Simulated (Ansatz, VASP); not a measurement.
# Rh: VASP beside Ansatz

```
Rh
1.0
     0.00000    1.93884    1.93884
     1.93884    0.00000    1.93884
     1.93884    1.93884    0.00000
Rh
1
Direct
  0.00000 0.00000 0.00000
```

Change from the starting cell: volume scaled by 1.06.

Alike in both runs: task single point; functional LDA; k mesh 16 × 16 × 16; occupations fermi-dirac, width 0.03 eV; no spin polarisation.

```csv
,VASP,Ansatz
version,VASP 6.6.1,Ansatz 0.2.0
potentials or method,"VASP PAW LDA potentials, release 64 (Rh_pv), cutoff 520 eV","all-electron LAPW, scalar-relativistic"
```

```tsv
	VASP	Ansatz	Ansatz less VASP
pressure (GPa)	-23.4	-24.1	-0.66
```

LDA's correlation is that of Perdew and Zunger in VASP and of Perdew and Wang (1992) in Ansatz. Ansatz ran all-electron here, and VASP with PAW potentials.
